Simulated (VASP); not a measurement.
The system is BaS.

```
Ba S
1.0
     3.83376   -0.07418    0.00000
    -0.07418    3.83376    0.00000
     0.00000    0.00000    3.83376
Ba S
1 1
Cartesian
  0.0000 0.0000 0.0000
  1.8798 1.8798 1.9169
```

This cell differs from its parent crystal: shear xy strain -3.9%.

Base run:

```yaml
Program: VASP 6.6.1
Functional: r2SCAN
Potentials_or_basis: VASP PAW PBE potentials, release 64 (Ba_sv, S)
Cutoff: 550 eV
k_mesh: 6 × 6 × 6
Occupations: gaussian, width 0.01 eV
Spin: no spin polarisation
```

Its results: band gap on the k mesh 1.81 eV (least direct gap 1.90 eV); pressure 1.1 GPa.

Q: The run is repeated on the same cell with these changes: functional from r2SCAN to HSE06; cutoff from 550 eV to 400 eV; k mesh from 6 × 6 × 6 to 4 × 4 × 4. What comes out?

A: Band gap on the k mesh 2.34 eV (least direct gap 2.46 eV); pressure 0.6 GPa.

Several settings changed at once.

Caveats: the PAW data sets were made with another functional, which shifts forces and pressure a little; spin-orbit coupling is left out, which moves the levels of the heavy elements.

A k mesh can miss the band edges.
